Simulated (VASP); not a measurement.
**Al: single point with PBE**

Crystal: Al.

```
CELL_PARAMETERS angstrom
2.46386 0.00000 0.00000
-1.23193 2.13376 0.00000
0.00000 0.00000 2.42854
ATOMIC_POSITIONS crystal
Al 0.00000 0.00000 0.00000
```

This cell differs from its parent crystal: volume scaled by 0.68.

| Property | Result |
| --- | --- |
| Program | VASP 6.6.1 |
| Task | single point |
| Functional | PBE |
| Potentials or basis | VASP PAW PBE potentials, release 64 (Al) |
| Cutoff | 520 eV |
| k mesh | 16 × 16 × 15 |
| Occupations | fermi-dirac, width 0.08 eV |
| Spin | no spin polarisation |

```json
{
  "Pressure": "54.9 GPa"
}
```

Stress tensor (GPa, compression positive):
```
54.81  0.00  0.00
 0.00 54.81  0.00
 0.00  0.00 55.05
```

Levels at points of the mesh, in eV from the Fermi level:
| k point | band 1 | band 2 | band 3 | band 4 | band 5 | band 6 | band 7 |
| --- | --- | --- | --- | --- | --- | --- | --- |
| (0.00, 0.00, 0.00) | -12.80 | 8.52 | 10.92 | 15.09 | 15.09 | 17.86 | 17.86 |
| (0.50, 0.00, 0.00) | -5.46 | -4.42 | 8.76 | 10.08 | 16.27 | 18.62 | 20.07 |

Wall time 11 s on 1 thread of Intel(R) Xeon(R) Platinum 8559C (Emerald Rapids), with other jobs on the host, peak memory 0.12 GiB.
